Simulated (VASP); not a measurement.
# Pb (Fm-3m) in VASP: further runs

Pb is run at these levels: PBE, r2SCAN; tasks: single point.

All numbers are computed with VASP 6.6.1; they aren't measurements. Logs are shortened: lines on timing, memory, paths and dates and some standing lists are left out, and cuts for length are marked.

### Step 1. The cell of the first run

It takes space group Fm-3m (No. 225, cubic). The conventional cell has a = 4.979 Å, b = 4.979 Å, c = 4.979 Å, α = 90.00°, β = 90.00°, γ = 90.00°. Pb (site symmetry m-3m) has 12 Pb at 3.52 Å within 4.6 Å.

### Step 2. Single point, PBE

File INCAR:

```
SYSTEM = Pb
  ALGO = Normal
  EDIFF = 1E-6
  ENCUT = 520
  GGA = PE
  ISIF = 2
  ISMEAR = 0
  LASPH = .TRUE.
  LCHARG = .FALSE.
  LREAL = .FALSE.
  LWAVE = .FALSE.
  NBANDS = 13
  NELM = 60
  PREC = Accurate
  SIGMA = 0.05
```

File KPOINTS:

```
k-points
0
G
  8 8 8
  0 0 0
```

File POSCAR:

```
Pb
1.0
    0.0000000000      2.4894189083      2.4894189083
    2.4894189083      0.0000000000      2.4894189083
    2.4894189083      2.4894189083      0.0000000000
Pb
1
Direct
    0.0000000000      0.0000000000      0.0000000000
```

Potentials or basis: VASP PAW PBE potentials, release 64 (Pb_d).

Command:

```
cat potpaw_PBE.64/Pb_d/POTCAR > POTCAR
mpirun -np 1 vasp_std > vasp.out
```

OUTCAR:

```text
SYSTEM = Pb
   EDIFF = 1E-6
   ENCUT = 520
   GGA = PE
   ISIF = 2
   ISMEAR = 0
   LASPH = .TRUE.
   LREAL = .FALSE.
   NELM = 60
   PREC = Accurate

 ion  position               nearest neighbor table
   1  0.000  0.000  0.000-

  LATTYP: Found a face centered cubic cell.
 ALAT       =     4.9788378166

  Lattice vectors:

 A1 = (   0.0000000000,   2.4894189083,   2.4894189083)
 A2 = (   2.4894189083,   0.0000000000,   2.4894189083)
 A3 = (   2.4894189083,   2.4894189083,   0.0000000000)

Analysis of symmetry for initial positions (statically):
=====================================================================
 Subroutine PRICEL returns:
 Original cell was already a primitive cell.

 Routine SETGRP: Setting up the symmetry group for a
 face centered cubic supercell.

 Subroutine GETGRP returns: Found 48 space group operations
 (whereof 48 operations were pure point group operations)
 out of a pool of 48 trial point group operations.

The static configuration has the point symmetry O_h .

Analysis of symmetry for dynamics (positions and initial velocities):
=====================================================================
 Subroutine PRICEL returns:
 Original cell was already a primitive cell.

 Routine SETGRP: Setting up the symmetry group for a
 face centered cubic supercell.

 Subroutine GETGRP returns: Found 48 space group operations
 (whereof 48 operations were pure point group operations)
 out of a pool of 48 trial point group operations.

The dynamic configuration has the point symmetry O_h .

 Subroutine INISYM returns: Found 48 space group operations
 (whereof 48 operations are pure point group operations),
 and found     1 'primitive' translations

----------------------------------------------------------------------------------------

                                     Primitive cell

  volume of cell :      30.8549

  direct lattice vectors                    reciprocal lattice vectors
     0.000000000  2.489418908  2.489418908    -0.200850085  0.200850085  0.200850085
     2.489418908  0.000000000  2.489418908     0.200850085 -0.200850085  0.200850085
     2.489418908  2.489418908  0.000000000     0.200850085  0.200850085 -0.200850085

  length of vectors
     3.520569983  3.520569983  3.520569983     0.347882552  0.347882552  0.347882552

  position of ions in fractional coordinates (direct lattice)
     0.000000000  0.000000000  0.000000000

  ion indices of the primitive-cell ions
   primitive index   ion index
                 1           1

----------------------------------------------------------------------------------------

 KPOINTS: k-points

Automatic generation of k-mesh.
 Grid dimensions read from file:
 generate k-points for:    8    8    8

 Generating k-lattice:

  Cartesian coordinates                     Fractional coordinates (reciprocal lattice)
    -0.025106261  0.025106261  0.025106261     0.125000000  0.000000000  0.000000000
     0.025106261 -0.025106261  0.025106261     0.000000000  0.125000000  0.000000000
     0.025106261  0.025106261 -0.025106261     0.000000000  0.000000000  0.125000000

  Length of vectors
     0.043485319  0.043485319  0.043485319

  Shift w.r.t. Gamma in fractional coordinates (k-lattice)
     0.000000000  0.000000000  0.000000000

 Subroutine IBZKPT returns following result:
 ===========================================

 Found     29 irreducible k-points:

 Following reciprocal coordinates:
            Coordinates               Weight
  0.000000  0.000000  0.000000      1.000000
  0.125000  0.000000  0.000000      8.000000
  0.250000  0.000000  0.000000      8.000000
  0.375000  0.000000  0.000000      8.000000
  0.500000  0.000000  0.000000      4.000000
  0.125000  0.125000  0.000000      6.000000
[... 16 lines left out ...]
  0.500000  0.250000  0.125000     48.000000
 -0.375000  0.250000  0.125000     24.000000
 [... further k-points ...]
   k-points           NKPTS =     29   k-points in BZ     NKDIM =     29   number of bands    NBANDS=     13
   number of dos      NEDOS =    301   number of ions     NIONS =      1
   total plane-waves  NPLWV =  21952
   dimension x,y,z NGX =    28 NGY =   28 NGZ =   28
   dimension x,y,z NGXF=    56 NGYF=   56 NGZF=   56
   ions per type =               1
   NGX,Y,Z   is equivalent  to a cutoff of  13.22, 13.22, 13.22 a.u.
   NGXF,Y,Z  is equivalent  to a cutoff of  26.44, 26.44, 26.44 a.u.
 SYSTEM =  Pb
   PREC   = accura    normal or accurate (medium, high low for compatibility)
   ISTART =      0    job   : 0-new  1-cont  2-samecut
   ICHARG =      2    charge: 1-file 2-atom 10-const
   ISPIN  =      1    spin polarized calculation?
   LNONCOLLINEAR =      F non collinear calculations
   LSORBIT =      F    spin-orbit coupling
   LASPH  =      T    aspherical Exc in radial PAW
   ENCUT  =  520.0 eV  38.22 Ry    6.18 a.u.   6.55  6.55  6.55*2*pi/ulx,y,z
   NELM   =     60;   NELMIN=  2; NELMDL= -5     # of ELM steps
   EDIFF  = 0.1E-05   stopping-criterion for ELM
   LREAL  =      F    real-space projection
   EDIFFG = 0.1E-04   stopping-criterion for IOM
   NSW    =      0    number of steps for IOM
   IBRION =     -1    ionic relax: 0-MD 1-quasi-New 2-CG
   NFREE  =      0    steps in history (QN), initial steepest desc. (CG)
   ISIF   =      2    stress and relaxation
   ISYM   =      2    0-nonsym 1-usesym 2-fastsym
   POTIM  = 0.5000    time-step for ionic-motion
   TEBEG  =    0.0;   TEEND  =   0.0 temperature during run
   PSTRESS=    0.0 pullay stress
   NELECT =      14.0000    total number of electrons
   NUPDOWN=      -1.0000    fix difference up-down
   EMIN   =  10.00;   EMAX   =-10.00  energy-range for DOS
   EFERMI =   0.00;   METHOD = LEGACY
   ISMEAR =     0;   SIGMA  =   0.05  broadening in eV -4-tet -1-fermi 0-gaus
   EFERMI_NEDOS =   21; number of points for ismear=-14 and -15
   IALGO  =     38    algorithm
   IMIX   =      4    mixing-type and parameters
     AMIX     =   0.40;   BMIX     =  1.00
     AMIX_MAG =   1.60;   BMIX_MAG =  1.00
  volume/ion in A,a.u.               =      30.85       208.22
  Fermi-wavevector in a.u.,A,eV,Ry     =   1.257987  2.377251 21.531649  1.582532
  Thomas-Fermi vector in A             =   2.391619
   LORBIT       =      0    0 simple, 1 ext, 2 COOP (PROOUT), +10 PAW based schemes
   GGA     = PE    functional components
   LHFCALC =     F    Hartree Fock is set to
   AEXX    =    0.0000 exact exchange contribution
   IVDW    =     0    specifies the selected vdW correction
   LEPSILON=     F    determine dielectric tensor
   LRPA    =     F    only Hartree local field effects (RPA)
 non-spin polarized calculation
 Gauss-broadening in eV      SIGMA  =   0.05
  energy-cutoff  :      520.00
  volume of cell :       30.85
 maximum number of plane-waves:       869
 NGX is ok and might be reduce to    28
   NGX = 13   NGY = 13   NGZ = 13

 number of electron      14.0000000 magnetization

 Free energy of the ion-electron system (eV)
  ---------------------------------------------------
  ext. energy  EPLUGINS =         0.00000000
  ---------------------------------------------------
  free energy    TOTEN  =        -3.57418382 eV

  energy without entropy =       -3.57388828  energy(sigma->0) =       -3.57403605

 E-fermi :   6.9637     XC(G=0): -10.1001

 val. band max:        6.9024711352   @ k =   0.3750   0.2500   0.0000
 cond. band min:       7.2021693934   @ k =  -0.3750   0.2500   0.0000
 fundamental gap:      0.2996982583
 Fermi energy:         6.9637088872

 k-point     1 :       0.0000    0.0000    0.0000
  band No.  band energies     occupation
      1      -9.9658      2.00000
      2      -9.9658      2.00000
      3      -9.9658      2.00000
      4      -9.8333      2.00000
      5      -9.8333      2.00000
      6      -4.5468      2.00000
      7      14.3717      0.00000
      8      14.3717      0.00000
      9      14.3717      0.00000
     10      16.8410      0.00000
     11      18.2087      0.00000
     12      19.4473      0.00000
     13      19.4473      0.00000

 k-point     2 :       0.1250    0.0000    0.0000
  band No.  band energies     occupation
      1      -9.9664      2.00000
      2      -9.9469      2.00000
      3      -9.9469      2.00000
      4      -9.8327      2.00000
      5      -9.8327      2.00000
      6      -4.2513      2.00000
      7      11.6153      0.00000
      8      14.0305      0.00000
      9      14.0305      0.00000
     10      16.3605      0.00000
     11      19.4007      0.00000
     12      20.0460      0.00000
     13      20.0462      0.00000

 k-point     3 :       0.2500    0.0000    0.0000
  band No.  band energies     occupation
      1      -9.9725      2.00000
      2      -9.9320      2.00000
      3      -9.9320      2.00000
      4      -9.7993      2.00000
      5      -9.7993      2.00000
      6      -3.3721      2.00000
      7       7.8170      0.00000
      8      13.3557      0.00000
      9      13.3557      0.00000
     10      15.9947      0.00000
     11      18.5064      0.00000
     12      19.3336      0.00000
     13      19.3336      0.00000
[... 305 lines left out ...]
 k-point    23 :       0.5000    0.2500    0.1250
  band No.  band energies     occupation
      1      -9.9768      2.00000
      2      -9.9432      2.00000
      3      -9.8637      2.00000
      4      -9.7885      2.00000
      5      -9.7272      2.00000
      6      -1.3299      2.00000
      7       5.2662      2.00000
      8       8.5777      0.00000
      9      10.8751      0.00000
     10      15.8840      0.00000
     11      18.1187      0.00000
     12      19.4859      0.00000
     13      22.2193      0.00000

 k-point    24 :      -0.3750    0.2500    0.1250
  band No.  band energies     occupation
      1      -9.9682      2.00000
      2      -9.9487      2.00000
      3      -9.8495      2.00000
      4      -9.7933      2.00000
      5      -9.7118      2.00000
      6      -0.4507      2.00000
      7       3.8722      2.00000
      8       8.4663      0.00000
      9      10.3356      0.00000
     10      15.7855      0.00000
     11      17.9340      0.00000
     12      22.1360      0.00000
     13      22.5887      0.00000

 [... further k-points ...]
[... 5 lines left out ...]
  --------------------------------------------------------------------------------------
  -------------------------------------------------------------------------------------
  Total        0.3227247      0.3227247      0.3227247      0.0000000     -0.0000000      0.0000000
  in kB       16.7578714     16.7578714     16.7578714      0.0000000     -0.0000000      0.0000000
  external PRESSURE =      16.7578714 kB  Pullay stress =       0.0000000 kB

 VOLUME and BASIS-vectors are now :
 -----------------------------------------------------------------------------
  energy-cutoff  :      520.00
  volume of cell :       30.85
      direct lattice vectors                 reciprocal lattice vectors
     0.000000000  2.489418908  2.489418908    -0.200850085  0.200850085  0.200850085
     2.489418908  0.000000000  2.489418908     0.200850085 -0.200850085  0.200850085
     2.489418908  2.489418908  0.000000000     0.200850085  0.200850085 -0.200850085

 POSITION                                       TOTAL-FORCE (eV/Angst)
 -----------------------------------------------------------------------------------
      0.00000      0.00000      0.00000         0.000000      0.000000      0.000000
 -----------------------------------------------------------------------------------
    total drift:                               -0.000000     -0.000000     -0.000000

  FREE ENERGIE OF THE ION-ELECTRON SYSTEM (eV)
  ---------------------------------------------------
  free  energy   TOTEN  =        -3.5741838233 eV

  energy  without entropy=       -3.5738882847  energy(sigma->0) =       -3.57403605
```

It took 14 s on 1 thread of AMD EPYC 7R13 (Zen 3), shared host; peak memory 0.12 GiB.

What came out:

```yaml
Free_energy: -3.5742 eV
Pressure: 1.7 GPa
Band_gap_on_the_k_mesh: zero (band 7 reaches 14.37 eV, above the bottom of band 8 at 5.75 eV)
```

Caveat: spin-orbit coupling is left out, which moves the levels of the heavy elements.

### Step 3. Single point, PBE

This run uses another cell than the first one, of 32.05 Å³/atom, 1.039 times its volume.

File INCAR:

```
PREC = Accurate
ENCUT = 520
EDIFF = 1E-6
ISMEAR = 0
SIGMA = 0.05
LREAL = F
LASPH = T
NELM = 100
ALGO = Normal
ISIF = 2
LWAVE = F
LCHARG = T
GGA = PE
LELF = T
LVHAR = T
NBANDS = 13
```

File KPOINTS:

```
Automatic mesh
0
Gamma
  8 8 8
```

File POSCAR:

```
Pb
1.0
    0.0000000000      2.5212142544      2.5212142544
    2.5212142544      0.0000000000      2.5212142544
    2.5212142544      2.5212142544      0.0000000000
Pb
1
Direct
    0.0000000000      0.0000000000      0.0000000000
```

Potentials or basis: VASP PAW PBE potentials, release 64 (Pb_d).

Command:

```
cat potpaw_PBE.64/Pb_d/POTCAR > POTCAR
mpirun -np 1 vasp_std > vasp.out
```

OUTCAR:

```text
PREC = Accurate
   ENCUT = 520
   EDIFF = 1E-6
   ISMEAR = 0
   LREAL = F
   LASPH = T
   NELM = 100
   ISIF = 2
   GGA = PE

 ion  position               nearest neighbor table
   1  0.000  0.000  0.000-

  LATTYP: Found a face centered cubic cell.
 ALAT       =     5.0424285088

  Lattice vectors:

 A1 = (   0.0000000000,   2.5212142544,   2.5212142544)
 A2 = (   2.5212142544,   0.0000000000,   2.5212142544)
 A3 = (   2.5212142544,   2.5212142544,   0.0000000000)

Analysis of symmetry for initial positions (statically):
=====================================================================
 Subroutine PRICEL returns:
 Original cell was already a primitive cell.

 Routine SETGRP: Setting up the symmetry group for a
 face centered cubic supercell.

 Subroutine GETGRP returns: Found 48 space group operations
 (whereof 48 operations were pure point group operations)
 out of a pool of 48 trial point group operations.

The static configuration has the point symmetry O_h .

Analysis of symmetry for dynamics (positions and initial velocities):
=====================================================================
 Subroutine PRICEL returns:
 Original cell was already a primitive cell.

 Routine SETGRP: Setting up the symmetry group for a
 face centered cubic supercell.

 Subroutine GETGRP returns: Found 48 space group operations
 (whereof 48 operations were pure point group operations)
 out of a pool of 48 trial point group operations.

The dynamic configuration has the point symmetry O_h .

 Subroutine INISYM returns: Found 48 space group operations
 (whereof 48 operations are pure point group operations),
 and found     1 'primitive' translations

----------------------------------------------------------------------------------------

                                     Primitive cell

  volume of cell :      32.0523

  direct lattice vectors                    reciprocal lattice vectors
[... 108 lines left out ...]
  Thomas-Fermi vector in A             =   2.376491
   LORBIT       =      0    0 simple, 1 ext, 2 COOP (PROOUT), +10 PAW based schemes
   GGA     = PE    functional components
   LHFCALC =     F    Hartree Fock is set to
   AEXX    =    0.0000 exact exchange contribution
   IVDW    =     0    specifies the selected vdW correction
   LEPSILON=     F    determine dielectric tensor
   LRPA    =     F    only Hartree local field effects (RPA)
 non-spin polarized calculation
 Gauss-broadening in eV      SIGMA  =   0.05
  energy-cutoff  :      520.00
  volume of cell :       32.05
 maximum number of plane-waves:       887
   NGX = 13   NGY = 13   NGZ = 13

 number of electron      14.0000003 magnetization

 Free energy of the ion-electron system (eV)
  ---------------------------------------------------
  ext. energy  EPLUGINS =         0.00000000
  ---------------------------------------------------
  free energy    TOTEN  =        -3.58054286 eV

  energy without entropy =       -3.58024305  energy(sigma->0) =       -3.58039295

 E-fermi :   6.4963     XC(G=0):  -9.9205

 val. band max:        6.4347674283   @ k =   0.3750   0.2500   0.0000
 cond. band min:       6.7884884397   @ k =  -0.3750   0.2500   0.0000
 fundamental gap:      0.3537210114
 Fermi energy:         6.4963179726

 k-point     1 :       0.0000    0.0000    0.0000
  band No.  band energies     occupation
      1     -10.3571      2.00000
      2     -10.3571      2.00000
      3     -10.3571      2.00000
      4     -10.2396      2.00000
      5     -10.2396      2.00000
      6      -4.7129      2.00000
      7      13.6640      0.00000
      8      13.6640      0.00000
      9      13.6640      0.00000
     10      16.3995      0.00000
     11      17.3163      0.00000
     12      18.7626      0.00000
     13      18.7626      0.00000
[... 354 lines left out ...]
  band No.  band energies     occupation
      1     -10.3581      2.00000
      2     -10.3391      2.00000
      3     -10.2527      2.00000
      4     -10.2020      2.00000
      5     -10.1306      2.00000
      6      -0.8592      2.00000
      7       3.6057      2.00000
      8       7.9931      0.00000
      9       9.8389      0.00000
     10      15.2259      0.00000
     11      17.2568      0.00000
     12      21.4705      0.00000
     13      21.7629      0.00000

 [... further k-points ...]
[... 5 lines left out ...]
  --------------------------------------------------------------------------------------
  -------------------------------------------------------------------------------------
  Total       -0.0107265     -0.0107265     -0.0107265     -0.0000000      0.0000000      0.0000000
  in kB       -0.5361780     -0.5361780     -0.5361780     -0.0000000      0.0000000      0.0000000
  external PRESSURE =      -0.5361780 kB  Pullay stress =       0.0000000 kB

 VOLUME and BASIS-vectors are now :
 -----------------------------------------------------------------------------
  energy-cutoff  :      520.00
  volume of cell :       32.05
      direct lattice vectors                 reciprocal lattice vectors
     0.000000000  2.521214254  2.521214254    -0.198317140  0.198317140  0.198317140
     2.521214254  0.000000000  2.521214254     0.198317140 -0.198317140  0.198317140
     2.521214254  2.521214254  0.000000000     0.198317140  0.198317140 -0.198317140

 POSITION                                       TOTAL-FORCE (eV/Angst)
 -----------------------------------------------------------------------------------
      0.00000      0.00000      0.00000        -0.000000      0.000000     -0.000000
 -----------------------------------------------------------------------------------
    total drift:                               -0.000000     -0.000000     -0.000000

  FREE ENERGIE OF THE ION-ELECTRON SYSTEM (eV)
  ---------------------------------------------------
  free  energy   TOTEN  =        -3.5805428612 eV

  energy  without entropy=       -3.5802430468  energy(sigma->0) =       -3.58039295
```

stdout:

```text
POSCAR found type information on POSCAR Pb
 POSCAR found :  1 types and       1 ions
 scaLAPACK will be used
 LDA part: xc-table for (Slater+PW92), standard interpolation
 POSCAR, INCAR and KPOINTS ok, starting setup
 FFT: planning ... GRIDC
 FFT: planning ... GRID_SOFT
 FFT: planning ... GRID
 WAVECAR not read
 entering main loop
```

Run time: 16 s. Hardware: 1 thread of AMD EPYC 7R13 (Zen 3), shared host; peak memory 0.12 GiB.

What came out:

| Item | Value |
| --- | --- |
| Free energy | -3.5805 eV |
| Pressure | -0.1 GPa |
| Band gap on the k mesh | zero (band 7 reaches 13.66 eV, above the bottom of band 8 at 5.41 eV) |

Levels at points of the mesh, in eV from the Fermi level:
| k point | band 5 | band 6 | band 7 | band 8 | band 9 | band 10 |
| --- | --- | --- | --- | --- | --- | --- |
| (0.00, 0.00, 0.00) | -16.74 | -11.21 | 7.17 | 7.17 | 7.17 | 9.90 |
| (0.50, 0.00, 0.00) | -16.62 | -7.90 | -3.76 | 5.46 | 5.46 | 9.17 |
| (0.50, 0.50, 0.00) | -16.59 | -6.62 | -2.87 | 2.17 | 2.17 | 5.40 |

Caveat: spin-orbit coupling is left out, which moves the levels of the heavy elements.

(Continued in part 2 of 2.)
